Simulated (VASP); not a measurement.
Here is a VASP 6.6.1 calculation.

File INCAR:

```
  PREC = Accurate
  ENCUT = 520
  EDIFF = 1E-7
  ISMEAR = 0
  SIGMA = 0.1
  LREAL = F
  LASPH = T
  NELM = 60
  ALGO = Normal
  ISIF = 2
  LWAVE = F
  LCHARG = F
  LDIPOL = T
  IDIPOL = 3
  DIPOL = 0.5 0.5 0.508
  GGA = PE
  IBRION = 2
  NSW = 90
  EDIFFG = -0.03
```

File KPOINTS:

```
Automatic mesh
0
Gamma
  12 12 1
```

The input POSCAR:

```
Pt4Au
1.0
    2.8072945010      0.0000000000      0.0000000000
   -1.4036472505      2.4311883537      0.0000000000
    0.0000000000      0.0000000000     25.8764390851
Pt Au
4 1
Selective dynamics
Direct
    0.6666666667      0.3333333333      0.3284841462  F F F
    0.3333333333      0.6666666667      0.4170645863  F F F
    0.0000000000      0.0000000000      0.5045487018  T T T
    0.6666666667      0.3333333333      0.5934196580  T T T
    0.6666666667      0.3333333333      0.6985345848  T T T
```

Potentials or basis: VASP PAW PBE potentials, release 64 (Pt, Au).

Run with:

```sh
$ cat potpaw_PBE.64/Pt/POTCAR potpaw_PBE.64/Au/POTCAR > POTCAR
$ mpirun -np 1 vasp_std > vasp.out
```

Question: Estimate the energy gained by relaxing.

Answer: 2.1 meV/atom.

The path:
| step | energy change (eV) | largest force on free atoms (eV/Å) | pressure (GPa) |
| --- | --- | --- | --- |
| 1 | 0.0000 | 0.2897 | -1.88 |
| 2 | -0.0052 | 0.1771 | -1.91 |
| 3 | -0.0066 | 0.1492 | -1.92 |
| 4 | -0.0082 | 0.0602 | -1.97 |
| 5 | -0.0085 | 0.0514 | -2.01 |
| 6 | -0.0088 | 0.0430 | -2.04 |
| 7 | -0.0096 | 0.0459 | -2.14 |
| 8 | -0.0102 | 0.0647 | -2.34 |
| 9 | -0.0104 | 0.0259 | -2.41 |

Caveat: the highest band is partly filled, so the run has too few bands.
